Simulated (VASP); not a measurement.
# SnO in VASP: single point with PBE+D3(BJ)

Aim: the single point of SnO with PBE+D3(BJ).

Everything below comes from runs of VASP 6.6.1. Logs are shortened: lines on timing, memory, paths and dates and some standing lists are left out, and cuts for length are marked.

### 1 The cell of the first run

The cell holds a slab with vacuum, 8 atoms: a = 3.820 Å, b = 3.820 Å, c = 22.226 Å, α = 90.00°, β = 90.00°, γ = 90.00°.

### 2 Single point, PBE+D3(BJ)

Input file INCAR:

```
  ALGO = Normal
  DIPOL = 0.5 0.5 0.403
  EDIFF = 1E-6
  ENCUT = 520
  GGA = PE
  IDIPOL = 3
  ISIF = 2
  ISMEAR = 0
  IVDW = 12
  LASPH = T
  LCHARG = F
  LDIPOL = T
  LREAL = F
  LWAVE = F
  NBANDS = 50
  NELM = 60
  PREC = Accurate
  SIGMA = 0.05
```

Input file KPOINTS:

```
k-points
0
Gamma
  7 7 1
```

Input file POSCAR:

```
SnO
1.0
    3.8201636883      0.0000000000      0.0000000000
    0.0000000000      3.8201636883      0.0000000000
    0.0000000000      0.0000000000     22.2260802162
Sn O
4 4
Direct
    0.7500000000      0.2500000000      0.2024648501
    0.2500000000      0.7500000000      0.3087831971
    0.3750000000      1.1250000000      0.4977503906
    0.8750000000      0.6250000000      0.6040687375
    0.2500000000      0.2500000000      0.2556240236
    0.7500000000      0.7500000000      0.2556240236
    0.8750000000      1.1250000000      0.5509095640
    0.3750000000      0.6250000000      0.5509095640
```

Potentials or basis: VASP PAW PBE potentials, release 64 (Sn_d, O).

On the command line:

```sh
$ cat potpaw_PBE.64/Sn_d/POTCAR potpaw_PBE.64/O/POTCAR > POTCAR
$ mpirun -np 1 vasp_std > vasp.out
```

OUTCAR:

```text
EDIFF = 1E-6
   ENCUT = 520
   GGA = PE
   ISIF = 2
   ISMEAR = 0
   IVDW = 12
   LASPH = T
   LREAL = F
   NELM = 60
   PREC = Accurate
 IVDW          = 12

 ion  position               nearest neighbor table
   1  0.750  0.250  0.202-   5 2.25   6 2.25   6 2.25   5 2.25   2 3.59   2 3.59   2 3.59   2 3.59

   2  0.250  0.750  0.309-   5 2.25   6 2.25   5 2.25   6 2.25   1 3.59   1 3.59   1 3.59   1 3.59

   3  0.375  0.125  0.498-   7 2.25   8 2.25   8 2.25   7 2.25   4 3.59   4 3.59   4 3.59   4 3.59

   4  0.875  0.625  0.604-   7 2.25   8 2.25   7 2.25   8 2.25   3 3.59   3 3.59   3 3.59   3 3.59

   5  0.250  0.250  0.256-   1 2.25   2 2.25   2 2.25   1 2.25
   6  0.750  0.750  0.256-   1 2.25   2 2.25   1 2.25   2 2.25
   7  0.875  0.125  0.551-   3 2.25   3 2.25   4 2.25   4 2.25
   8  0.375  0.625  0.551-   3 2.25   3 2.25   4 2.25   4 2.25

  LATTYP: Found a simple tetragonal cell.
 ALAT       =     3.8201636883
 C/A-ratio  =     5.8180962989

  Lattice vectors:

 A1 = (   3.8201636883,   0.0000000000,   0.0000000000)
 A2 = (   0.0000000000,   3.8201636883,   0.0000000000)
 A3 = (   0.0000000000,   0.0000000000,  22.2260802162)

Analysis of symmetry for initial positions (statically):
=====================================================================
 Subroutine PRICEL returns:
 Original cell was already a primitive cell.

 Routine SETGRP: Setting up the symmetry group for a
 simple tetragonal supercell.

 Subroutine GETGRP returns: Found  2 space group operations
 (whereof  1 operations were pure point group operations)
 out of a pool of 16 trial point group operations.

The static configuration has the point symmetry C_1 .
 The point group associated with its full space group is S_2 .

Analysis of symmetry for dynamics (positions and initial velocities):
=====================================================================
 Subroutine PRICEL returns:
 Original cell was already a primitive cell.

 Routine SETGRP: Setting up the symmetry group for a
 simple tetragonal supercell.

 Subroutine GETGRP returns: Found  2 space group operations
 (whereof  1 operations were pure point group operations)
 out of a pool of 16 trial point group operations.

The dynamic configuration has the point symmetry C_1 .
 The point group associated with its full space group is S_2 .

 Subroutine INISYM returns: Found  2 space group operations
 (whereof  1 operations are pure point group operations),
 and found     1 'primitive' translations

----------------------------------------------------------------------------------------

                                     Primitive cell

  volume of cell :     324.3596

  direct lattice vectors                    reciprocal lattice vectors
     3.820163688  0.000000000  0.000000000     0.261768888  0.000000000  0.000000000
     0.000000000  3.820163688  0.000000000     0.000000000  0.261768888  0.000000000
     0.000000000  0.000000000 22.226080216     0.000000000  0.000000000  0.044992189

  length of vectors
     3.820163688  3.820163688 22.226080216     0.261768888  0.261768888  0.044992189

  position of ions in fractional coordinates (direct lattice)
     0.750000000  0.250000000  0.202464850
     0.250000000  0.750000000  0.308783197
     0.375000000  0.125000000  0.497750391
     0.875000000  0.625000000  0.604068738
     0.250000000  0.250000000  0.255624024
     0.750000000  0.750000000  0.255624024
     0.875000000  0.125000000  0.550909564
     0.375000000  0.625000000  0.550909564

  ion indices of the primitive-cell ions
   primitive index   ion index
                 1           1
                 2           2
                 3           3
                 4           4
                 5           5
                 6           6
                 7           7
                 8           8

----------------------------------------------------------------------------------------

 KPOINTS: k-points

Automatic generation of k-mesh.
 Grid dimensions read from file:
 generate k-points for:    7    7    1

 Generating k-lattice:

  Cartesian coordinates                     Fractional coordinates (reciprocal lattice)
     0.037395555  0.000000000  0.000000000     0.142857143  0.000000000  0.000000000
     0.000000000  0.037395555  0.000000000     0.000000000  0.142857143  0.000000000
     0.000000000  0.000000000  0.044992189     0.000000000  0.000000000  1.000000000

  Length of vectors
     0.037395555  0.037395555  0.044992189

  Shift w.r.t. Gamma in fractional coordinates (k-lattice)
     0.000000000  0.000000000  0.000000000

 Subroutine IBZKPT returns following result:
 ===========================================

 Found     25 irreducible k-points:

 Following reciprocal coordinates:
            Coordinates               Weight
  0.000000  0.000000  0.000000      1.000000
  0.142857  0.000000  0.000000      2.000000
  0.000000  0.142857  0.000000      2.000000
  0.285714  0.000000  0.000000      2.000000
  0.000000  0.285714  0.000000      2.000000
  0.428571  0.000000  0.000000      2.000000
[... 16 lines left out ...]
  0.285714  0.428571  0.000000      2.000000
  0.428571  0.428571  0.000000      2.000000
   k-points           NKPTS =     25   k-points in BZ     NKDIM =     25   number of bands    NBANDS=     50
   number of dos      NEDOS =    301   number of ions     NIONS =      8
   total plane-waves  NPLWV = 131712
   dimension x,y,z NGX =    28 NGY =   28 NGZ =  168
   dimension x,y,z NGXF=    56 NGYF=   56 NGZF=  336
   ions per type =               4   4
   NGX,Y,Z   is equivalent  to a cutoff of  12.19, 12.19, 12.57 a.u.
   NGXF,Y,Z  is equivalent  to a cutoff of  24.37, 24.37, 25.13 a.u.
 SYSTEM =  unknown system
   PREC   = accura    normal or accurate (medium, high low for compatibility)
   ISTART =      0    job   : 0-new  1-cont  2-samecut
   ICHARG =      2    charge: 1-file 2-atom 10-const
   ISPIN  =      1    spin polarized calculation?
   LNONCOLLINEAR =      F non collinear calculations
   LSORBIT =      F    spin-orbit coupling
   LASPH  =      T    aspherical Exc in radial PAW
   ENCUT  =  520.0 eV  38.22 Ry    6.18 a.u.   7.10  7.10 41.33*2*pi/ulx,y,z
   NELM   =     60;   NELMIN=  2; NELMDL= -5     # of ELM steps
   EDIFF  = 0.1E-05   stopping-criterion for ELM
   LREAL  =      F    real-space projection
   EDIFFG = 0.1E-04   stopping-criterion for IOM
   NSW    =      0    number of steps for IOM
   IBRION =     -1    ionic relax: 0-MD 1-quasi-New 2-CG
   NFREE  =      0    steps in history (QN), initial steepest desc. (CG)
   ISIF   =      2    stress and relaxation
   ISYM   =      2    0-nonsym 1-usesym 2-fastsym
   POTIM  = 0.5000    time-step for ionic-motion
   TEBEG  =    0.0;   TEEND  =   0.0 temperature during run
   PSTRESS=    0.0 pullay stress
   NELECT =      80.0000    total number of electrons
   NUPDOWN=      -1.0000    fix difference up-down
   EMIN   =  10.00;   EMAX   =-10.00  energy-range for DOS
   EFERMI =   0.00;   METHOD = LEGACY
   ISMEAR =     0;   SIGMA  =   0.05  broadening in eV -4-tet -1-fermi 0-gaus
   EFERMI_NEDOS =   21; number of points for ismear=-14 and -15
   IALGO  =     38    algorithm
   IMIX   =      4    mixing-type and parameters
     AMIX     =   0.40;   BMIX     =  1.00
     AMIX_MAG =   1.60;   BMIX_MAG =  1.00
  volume/ion in A,a.u.               =      40.54       273.61
  Fermi-wavevector in a.u.,A,eV,Ry     =   1.026666  1.940118 14.341129  1.054043
  Thomas-Fermi vector in A             =   2.160571
   LORBIT       =      0    0 simple, 1 ext, 2 COOP (PROOUT), +10 PAW based schemes
   GGA     = PE    functional components
   LHFCALC =     F    Hartree Fock is set to
   AEXX    =    0.0000 exact exchange contribution
   IVDW    =    12    specifies the selected vdW correction
   LEPSILON=     F    determine dielectric tensor
   LRPA    =     F    only Hartree local field effects (RPA)
 non-spin polarized calculation
 Gauss-broadening in eV      SIGMA  =   0.05
  energy-cutoff  :      520.00
  volume of cell :      324.36
 maximum number of plane-waves:      8769
   NGX = 15   NGY = 15   NGZ = 83

 dipolmoment           0.000000      0.000000      0.000029 electrons x Angstroem

 number of electron      79.9999970 magnetization

 dipolmoment           0.000000      0.000000     -0.000006 electrons x Angstroem

 Free energy of the ion-electron system (eV)
  ---------------------------------------------------
  ext. energy  EPLUGINS =         0.00000000
  ---------------------------------------------------
  free energy    TOTEN  =       -45.16922868 eV

  energy without entropy =      -45.16922868  energy(sigma->0) =      -45.16922868

 E-fermi :   0.0626     XC(G=0):  -5.3233

 val. band max:       -0.2083354579   @ k =  -0.1429   0.1429   0.0000
 cond. band min:       2.3023099270   @ k =   0.4286   0.0000   0.0000
 fundamental gap:      2.5106453850
 Fermi energy:         0.0626172136

 k-point     1 :       0.0000    0.0000    0.0000
  band No.  band energies     occupation
      1     -21.0537      2.00000
      2     -21.0537      2.00000
      3     -20.6931      2.00000
      4     -20.6931      2.00000
      5     -20.6555      2.00000
      6     -20.6553      2.00000
[... 42 lines left out ...]
     49       5.2036      0.00000
     50       5.2137      0.00000

 k-point     2 :       0.1429    0.0000    0.0000
  band No.  band energies     occupation
      1     -21.0448      2.00000
      2     -21.0447      2.00000
      3     -20.6937      2.00000
      4     -20.6937      2.00000
      5     -20.6571      2.00000
      6     -20.6567      2.00000
[... 1158 lines left out ...]
 k-point    24 :       0.4286    0.4286    0.0000
  band No.  band energies     occupation
      1     -20.9946      2.00000
      2     -20.9944      2.00000
      3     -20.9805      2.00000
      4     -20.9804      2.00000
      5     -20.6601      2.00000
      6     -20.6600      2.00000
[... 42 lines left out ...]
     49       6.1304      0.00000
     50       6.3823      0.00000

 [... further k-points ...]

------------------------ aborting loop because EDIFF is reached ----------------------------------------

 vacuum level on the upper side and lower side of the slab       (xc-potential included)        -0.196        -0.195

 Edisp (eV)   -1.23801

 E8    (eV) :    -0.5474

  FORCE on cell =-STRESS in cart. coord.  units (eV):
  Direction    XX          YY          ZZ          XY          YZ          ZX
  --------------------------------------------------------------------------------------
  -------------------------------------------------------------------------------------
  Total       0.17148     0.22727    -0.07992     0.01302     0.16269     0.10641
  in kB       0.84703     1.12259    -0.39478     0.06431     0.80359     0.52561
  external pressure =        0.52 kB  Pullay stress =        0.00 kB

 VOLUME and BASIS-vectors are now :
 -----------------------------------------------------------------------------
  energy-cutoff  :      520.00
  volume of cell :      324.36
      direct lattice vectors                 reciprocal lattice vectors
     3.820163688  0.000000000  0.000000000     0.261768888  0.000000000  0.000000000
     0.000000000  3.820163688  0.000000000     0.000000000  0.261768888  0.000000000
     0.000000000  0.000000000 22.226080216     0.000000000  0.000000000  0.044992189

 POSITION                                       TOTAL-FORCE (eV/Angst)
 -----------------------------------------------------------------------------------
      2.86512      0.95504      4.50000        -0.002026     -0.003089     -0.081725
      0.95504      2.86512      6.86304        -0.008677     -0.017228      0.133125
      1.43256      0.47752     11.06304         0.008677      0.017228     -0.133125
      3.34264      2.38760     13.42608         0.002026      0.003089      0.081725
      0.95504      0.95504      5.68152         0.004215     -0.015675      0.006833
      2.86512      2.86512      5.68152        -0.011991      0.006111      0.007365
      3.34264      0.47752     12.24456         0.011991     -0.006111     -0.007365
      1.43256      2.38760     12.24456        -0.004215      0.015675     -0.006833
 -----------------------------------------------------------------------------------
    total drift:                                0.000000      0.000000     -0.000285

  FREE ENERGIE OF THE ION-ELECTRON SYSTEM (eV)
  ---------------------------------------------------
  free  energy   TOTEN  =       -46.4072385368 eV

  energy  without entropy=      -46.4072385368  energy(sigma->0) =      -46.40723854

 vacuum level on the upper side and lower side of the slab         4.776         4.779
```

Run time: 5.7 min. Hardware: 1 thread of AMD EPYC 9R45 (Zen 5), shared host; peak memory 0.48 GiB.

What came out:

```
Free energy                : -46.4072 eV
Largest force              : 0.135 eV/Å
Band gap on the k mesh     : 2.51 eV, indirect (least direct gap 2.57 eV)
Dispersion energy per atom : -0.155 eV
```

Forces on the atoms (eV/Å):
```
Sn  -0.002 -0.003 -0.082
Sn  -0.009 -0.017  0.133
Sn   0.009  0.017 -0.133
Sn   0.002  0.003  0.082
O    0.004 -0.016  0.007
O   -0.012  0.006  0.007
O    0.012 -0.006 -0.007
O   -0.004  0.016 -0.007
```

Caveat: spin-orbit coupling is left out, which moves the levels of the heavy elements.
